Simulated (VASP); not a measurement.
Here is a VASP 6.6.1 calculation.

POSCAR

```
NaF
1.0
    0.0000000000      2.5312613675      2.5312613675
    2.5312613675      0.0000000000      2.5312613675
    2.5312613675      2.5312613675      0.0000000000
Na F
1 1
Direct
    0.0000000000      0.0000000000      0.0000000000
    0.2500000000      0.2500000000      0.2500000000
```

File INCAR.step1:

```
SYSTEM = NaF
PREC = Accurate
ENCUT = 520
EDIFF = 1E-5
ISMEAR = 0
SIGMA = 0.01
LREAL = .False.
LASPH = .True.
NELM = 100
ALGO = Normal
ISIF = 2
LWAVE = .True.
LCHARG = .False.
NBANDS = 14
GGA = PE
```

Contents of INCAR.step2:

```
SYSTEM = NaF
PREC = Accurate
ENCUT = 520
EDIFF = 1E-6
ISMEAR = 0
SIGMA = 0.01
LREAL = .False.
LASPH = .True.
NELM = 100
ALGO = Normal
ISIF = 2
LWAVE = .False.
LCHARG = .False.
GGA = PE
LHFCALC = .True.
AEXX = 1.0
ALDAC = 0.0
AGGAC = 0.0
PRECFOCK = Normal
NBANDS = 14
ISTART = 1
```

File KPOINTS:

```
regular mesh
0
Gamma
  6 6 6
  0 0 0
```

Potentials or basis: VASP PAW PBE potentials, release 64 (Na_pv, F).

Launch:

```sh
$ cat potpaw_PBE.64/Na_pv/POTCAR potpaw_PBE.64/F/POTCAR > POTCAR
$ cp INCAR.step1 INCAR
$ mpirun -np 1 vasp_std > vasp.out
$ cp INCAR.step2 INCAR
$ mpirun -np 1 vasp_std > vasp.out
```

**Question.** What does it give for the band gap on the k mesh?

**Answer.** 16.81 eV.

**Question.** Estimate the pressure.

**Answer.** 1.0 GPa.

Caveat: the structure was generated, so it needn't be the stable form of NaF; the PAW data sets were made with another functional, which shifts forces and pressure a little.
